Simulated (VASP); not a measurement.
# Pd (P6/mmm) in VASP: notebook, part 3 of 3

VASP 6.6.1. Earlier steps stand in the parts before.

### 4 Single point, PBE

This run uses another cell than the first one: it holds 3 atoms, not 1.

The input, INCAR:

```
PREC     = Accurate       # precision mode
ENCUT    = 520            # plane-wave cutoff, eV
EDIFF    = 1E-6           # SCF threshold, eV
ISMEAR   = -1             # smearing method
SIGMA    = 0.05           # smearing width, eV
LREAL    = F              # projectors in reciprocal space
LASPH    = T              # aspherical terms in the spheres
NELM     = 100            # most SCF steps
ALGO     = Normal         # electronic algorithm
ISIF     = 2              # what is computed and relaxed
LWAVE    = F              # write WAVECAR
LCHARG   = F              # write CHGCAR
GGA      = PE             # functional
NBANDS   = 22             # bands
```

The input, KPOINTS:

```
Automatic mesh
0
Gamma
  9 9 13
```

The input, POSCAR:

```
Pd
1.0
    3.9967740026      0.0000000000      0.0000000000
   -1.9983870013      3.4613078195      0.0000000000
    0.0000000000      0.0000000000      2.3728982332
Pd
3
Direct
    0.0000000000      0.0000000000      0.0000000000
    0.3333333333      0.6666666667      0.5000000000
    0.6666666667      0.3333333333      0.5000000000
```

Potentials or basis: VASP PAW PBE potentials, release 64 (Pd).

On the command line:

```
cat potpaw_PBE.64/Pd/POTCAR > POTCAR
mpirun -np 1 vasp_std > vasp.out
```

OUTCAR:

```text
PREC = Accurate
   ENCUT = 520
   EDIFF = 1E-6
   ISMEAR = -1
   LREAL = F
   LASPH = T
   NELM = 100
   ISIF = 2
   GGA = PE

 ion  position               nearest neighbor table
   1  0.000  0.000  0.000-   2 2.59   3 2.59   2 2.59   3 2.59   3 2.59   3 2.59   2 2.59   2 2.59
                             3 2.59   3 2.59   2 2.59   2 2.59
   2  0.333  0.667  0.500-   3 2.31   3 2.31   3 2.31   1 2.59   1 2.59   1 2.59   1 2.59   1 2.59
                             1 2.59   3 3.31   3 3.31   3 3.31   3 3.31   3 3.31   3 3.31
   3  0.667  0.333  0.500-   2 2.31   2 2.31   2 2.31   1 2.59   1 2.59   1 2.59   1 2.59   1 2.59
                             1 2.59   2 3.31   2 3.31   2 3.31   2 3.31   2 3.31   2 3.31

  LATTYP: Found a hexagonal cell.
 ALAT       =     3.9967740026
 C/A-ratio  =     0.5937033797

  Lattice vectors:

 A1 = (   3.9967740026,   0.0000000000,   0.0000000000)
 A2 = (  -1.9983870013,   3.4613078195,   0.0000000000)
 A3 = (   0.0000000000,   0.0000000000,   2.3728982332)

Analysis of symmetry for initial positions (statically):
=====================================================================
 Subroutine PRICEL returns:
 Original cell was already a primitive cell.

 Routine SETGRP: Setting up the symmetry group for a
 hexagonal supercell.

 Subroutine GETGRP returns: Found 24 space group operations
 (whereof 24 operations were pure point group operations)
 out of a pool of 24 trial point group operations.

The static configuration has the point symmetry D_6h.

Analysis of symmetry for dynamics (positions and initial velocities):
=====================================================================
 Subroutine PRICEL returns:
 Original cell was already a primitive cell.

 Routine SETGRP: Setting up the symmetry group for a
 hexagonal supercell.

 Subroutine GETGRP returns: Found 24 space group operations
 (whereof 24 operations were pure point group operations)
 out of a pool of 24 trial point group operations.

[... 112 lines left out ...]
   PSTRESS=    0.0 pullay stress
   NELECT =      30.0000    total number of electrons
   NUPDOWN=      -1.0000    fix difference up-down
   EMIN   =  10.00;   EMAX   =-10.00  energy-range for DOS
   EFERMI =   0.00;   METHOD = LEGACY
   ISMEAR =    -1;   SIGMA  =   0.05  broadening in eV -4-tet -1-fermi 0-gaus
   EFERMI_NEDOS =   21; number of points for ismear=-14 and -15
   IALGO  =     38    algorithm
   IMIX   =      4    mixing-type and parameters
     AMIX     =   0.40;   BMIX     =  1.00
     AMIX_MAG =   1.60;   BMIX_MAG =  1.00
  volume/ion in A,a.u.               =      10.94        73.84
  Fermi-wavevector in a.u.,A,eV,Ry     =   1.588689  3.002187 34.340198  2.523933
  Thomas-Fermi vector in A             =   2.687654
   LORBIT       =      0    0 simple, 1 ext, 2 COOP (PROOUT), +10 PAW based schemes
   GGA     = PE    functional components
   LHFCALC =     F    Hartree Fock is set to
   AEXX    =    0.0000 exact exchange contribution
   IVDW    =     0    specifies the selected vdW correction
   LEPSILON=     F    determine dielectric tensor
   LRPA    =     F    only Hartree local field effects (RPA)
 non-spin polarized calculation
  energy-cutoff  :      520.00
  volume of cell :       32.83
 maximum number of plane-waves:       927
 NGX is ok and might be reduce to    30

 number of electron      30.0000000 magnetization

 Free energy of the ion-electron system (eV)
  ---------------------------------------------------
  ext. energy  EPLUGINS =         0.00000000
  ---------------------------------------------------
  free energy    TOTEN  =       -10.80875596 eV

  energy without entropy =      -10.77036325  energy(sigma->0) =      -10.78955961

 E-fermi :  15.8059     XC(G=0): -15.1170

 val. band max:       15.7970013567   @ k =   0.3333   0.0000   0.0000
 cond. band min:      15.8097188355   @ k =   0.4444   0.0000   0.3077
 fundamental gap:      0.0127174787
 Fermi energy:        15.8059326998

 k-point     1 :       0.0000    0.0000    0.0000
  band No.  band energies     occupation
      1       6.1084      2.00000
      2       7.5644      2.00000
      3      10.0863      2.00000
      4      10.5855      2.00000
      5      10.6562      2.00000
      6      10.6562      2.00000
[... 589 lines left out ...]
     21      31.3649      0.00000
     22      33.7106      0.00000

 [... further k-points ...]
[... 5 lines left out ...]
  --------------------------------------------------------------------------------------
  -------------------------------------------------------------------------------------
  Total       30.5187725     30.5187725     30.6227734      0.0000000      0.0000000      0.0000000
  in kB     1489.5281504   1489.5281504   1494.6041181      0.0000000      0.0000000      0.0000000
  external PRESSURE =    1491.2201396 kB  Pullay stress =       0.0000000 kB

 VOLUME and BASIS-vectors are now :
 -----------------------------------------------------------------------------
  energy-cutoff  :      520.00
  volume of cell :       32.83
      direct lattice vectors                 reciprocal lattice vectors
     3.996774003  0.000000000  0.000000000     0.250201788  0.144454069  0.000000000
    -1.998387001  3.461307819  0.000000000     0.000000000  0.288908139  0.000000000
     0.000000000  0.000000000  2.372898233     0.000000000  0.000000000  0.421425574

 POSITION                                       TOTAL-FORCE (eV/Angst)
 -----------------------------------------------------------------------------------
      0.00000      0.00000      0.00000         0.000000     -0.000000      0.000000
     -0.00000      2.30754      1.18645         0.000000     -0.000000     -0.000000
      1.99839      1.15377      1.18645        -0.000000      0.000000      0.000000
 -----------------------------------------------------------------------------------
    total drift:                               -0.000000      0.000000      0.000000

  FREE ENERGIE OF THE ION-ELECTRON SYSTEM (eV)
  ---------------------------------------------------
  free  energy   TOTEN  =       -10.8087559601 eV

  energy  without entropy=      -10.7703632550  energy(sigma->0) =      -10.78955961
```

OSZICAR:

```text
N       E                     dE             d eps       ncg     rms          rms(c)
DAV:   1     0.209683596090E+03    0.20968E+03   -0.15378E+04  3696   0.139E+03
DAV:   2    -0.729813612354E+01   -0.21698E+03   -0.20514E+03  3984   0.334E+02
DAV:   3    -0.116515812694E+02   -0.43534E+01   -0.43258E+01  4272   0.535E+01
DAV:   4    -0.116849014997E+02   -0.33320E-01   -0.33316E-01  4344   0.455E+00
DAV:   5    -0.116853925179E+02   -0.49102E-03   -0.49101E-03  4326   0.591E-01    0.334E+01
DAV:   6    -0.109987485460E+02    0.68664E+00   -0.79820E-01  4236   0.860E+00    0.183E+01
DAV:   7    -0.108949709152E+02    0.10378E+00   -0.51760E-01  4152   0.758E+00    0.432E+00
DAV:   8    -0.108240087994E+02    0.70962E-01   -0.38787E-01  4056   0.825E+00    0.246E+00
DAV:   9    -0.108088407045E+02    0.15168E-01   -0.48048E-02  4068   0.256E+00    0.216E-01
DAV:  10    -0.108087626952E+02    0.78009E-04   -0.10171E-03  4500   0.300E-01    0.766E-02
DAV:  11    -0.108087568948E+02    0.58004E-05   -0.78216E-05  4308   0.946E-02    0.252E-02
DAV:  12    -0.108087557576E+02    0.11371E-05   -0.20025E-05  4194   0.466E-02    0.106E-02
DAV:  13    -0.108087559601E+02   -0.20249E-06   -0.24989E-06  2714   0.176E-02
   1 F= -.10808756E+02 E0= -.10789560E+02  d E =-.383927E-01
```

stdout:

```text
POSCAR found type information on POSCAR Pd
 POSCAR found :  1 types and       3 ions
 scaLAPACK will be used
 LDA part: xc-table for (Slater+PW92), standard interpolation
 POSCAR, INCAR and KPOINTS ok, starting setup
 FFT: planning ... GRIDC
 FFT: planning ... GRID_SOFT
 FFT: planning ... GRID
 WAVECAR not read
 entering main loop
```

Run time: 30 s. Hardware: 1 thread of AMD EPYC 9R45 (Zen 5), shared host; peak memory 0.14 GiB.

Results:

| Item | Value |
| --- | --- |
| Free energy | -10.8088 eV |
| Pressure | 149.1 GPa |
| Band gap on the k mesh | zero (band 15 reaches 17.00 eV, above the bottom of band 16 at 15.44 eV) |

Stress tensor (GPa, compression positive):
```
148.95   0.00   0.00
  0.00 148.95   0.00
  0.00   0.00 149.46
```

Levels at points of the mesh, in eV from the Fermi level:
```
           k point  band 12  band 13  band 14  band 15  band 16  band 17  band 18  band 19
(0.00, 0.00, 0.00)    -2.61    -2.45    -2.45     0.33     0.33     9.39     9.39     9.50
```

### 5 Single point, PBE

This run uses another cell than the first one: it holds 3 atoms, not 1.

The input, INCAR:

```
SYSTEM = Pd
ALGO = Normal
EDIFF = 1E-6
ENCUT = 520
GGA = PE
ISIF = 2
ISMEAR = -1
LASPH = .TRUE.
LCHARG = .TRUE.
LELF = .TRUE.
LREAL = .FALSE.
LVHAR = .TRUE.
LWAVE = .FALSE.
NBANDS = 22
NELM = 100
PREC = Accurate
SIGMA = 0.05
```

The input, KPOINTS:

```
k-points
0
G
  9 9 13
  0 0 0
```

The input, POSCAR:

```
Pd
1.0
    3.9969688706      0.0000000000      0.0000000000
   -1.9984844353      3.4614765801      0.0000000000
    0.0000000000      0.0000000000      2.3732839135
Pd
3
Direct
    0.0000000000      0.0000000000      0.0000000000
    0.3333333333      0.6666666667      0.5000000000
    0.6666666667      0.3333333333      0.5000000000
```

On the command line:

```
cat potpaw_PBE.64/Pd/POTCAR > POTCAR
mpirun -np 1 vasp_std > vasp.out
```

Wall time 31 s (1 thread of AMD EPYC 9R45 (Zen 5), shared host); peak memory 0.14 GiB.

Results (log left out):

```yaml
Free_energy: -10.8167 eV
Pressure: 148.9 GPa
Band_gap_on_the_k_mesh: zero (band 15 reaches 16.99 eV, above the bottom of band 16 at 15.43 eV)
```

Stress tensor (GPa, compression positive):
```
148.78   0.00   0.00
  0.00 148.78   0.00
  0.00   0.00 149.18
```

Levels at points of the mesh, in eV from the Fermi level:
```tsv
k point	band 11	band 12	band 13	band 14	band 15	band 16	band 17	band 18	band 19	band 20
(0.00, 0.00, 0.00)	-2.61	-2.61	-2.45	-2.45	0.33	0.33	9.39	9.39	9.50	9.50
```

### 6 The runs side by side

```tsv
cell	k mesh	gap on the mesh (eV)	pressure (GPa)
a = 2.385, b = 2.385, c = 2.302 Å, angles 90.0, 90.0, 120.0°, 1 atom	18 × 18 × 17	none	148.5
a = 2.385, b = 2.385, c = 2.303 Å, angles 90.0, 90.0, 120.0°, 1 atom	18 × 18 × 17	none	148.1
a = 3.997, b = 3.997, c = 2.373 Å, angles 90.0, 90.0, 120.0°, 3 atoms	9 × 9 × 13	none	148.9
```

Alike in all rows: task single point; level PBE; potentials or basis VASP PAW PBE potentials, release 64 (Pd); no spin polarisation; cutoff (eV) 520; smearing fermi-dirac 0.05 eV.

Absolute energies hang on the potentials; compare differences alone.
